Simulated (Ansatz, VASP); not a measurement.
**One calculation of SnO, two programs**

File INCAR:

```
ALGO = Normal ; EDIFF = 1E-6
ENCUT = 520 ; GGA = PS
ISIF = 2 ; ISMEAR = 0
IVDW = 12 ; LASPH = True
LCHARG = False ; LREAL = False
LWAVE = False ; NBANDS = 28
NELM = 100 ; PREC = Accurate
SIGMA = 0.15
```

File KPOINTS:

```
k-points
0
Gamma
  12 12 10
```

Contents of POSCAR:

```
SnO
1.0
    3.6119000000      0.0000000000      0.0000000000
    0.0000000000      3.6119000000      0.0000000000
    0.0000000000      0.0000000000      5.0778000000
Sn O
2 2
Direct
    0.0000000000      0.5000000000      0.2385000000
    0.5000000000      0.0000000000      0.7615000000
    0.0000000000      0.0000000000      0.0000000000
    0.5000000000      0.5000000000      0.0000000000
```

Input for Ansatz:

```yaml
crystal:
  lattice:
    - [3.6119, 0.0, 0.0]
    - [0.0, 3.6119, 0.0]
    - [0.0, 0.0, 5.0778]
  atoms:
    - { symbol: Sn, position: [0.0, 0.5, 0.2385] }
    - { symbol: Sn, position: [0.5, 0.0, 0.7615] }
    - { symbol: O, position: [0.0, 0.0, 0.0] }
    - { symbol: O, position: [0.5, 0.5, 0.0] }
basis:
  ecutwfc: 420
kpoints:
  mp_grid: { grid: [12, 12, 10] }
hamiltonian:
  xc: pbesol
  dispersion: d3bj
scf:
  occupations: { method: gaussian, width: 0.15 }
output:
  forces: true
  stress: true
  eigenvalues: true
```

Change from the starting cell: strain -0.050 along x and y, +0.050 along z, atoms carried along.

Alike in both runs: task single point; functional PBEsol; dispersion D3(BJ); k mesh 12 × 12 × 10; occupations gaussian, width 0.15 eV; no spin polarisation.

|  | VASP | Ansatz |
| --- | --- | --- |
| version | VASP 6.6.1 | Ansatz 0.2.0 |
| potentials or method | VASP PAW PBE potentials, release 64 (Sn_d, O), cutoff 520 eV | scalar-relativistic, plane waves, PAW |
| valence electrons in the cell | 40 | 40 |

```csv
,VASP,Ansatz,Ansatz less VASP
gap on the k mesh at the Fermi level (eV),none,none,-
pressure (GPa),5.4,5.1,-0.31
"traceless stress, the component that is largest in VASP (GPa)",-7.03,-7.09,-0.058
rms of the force components (eV/Å),0.157,0.117,-0.0407
```

VASP's potentials were made for PBE, not for PBEsol. Atom by atom the forces differ by 0.041 eV/Å (rms over components). A gap of «none» marks a metal or a gap that the smearing closes.
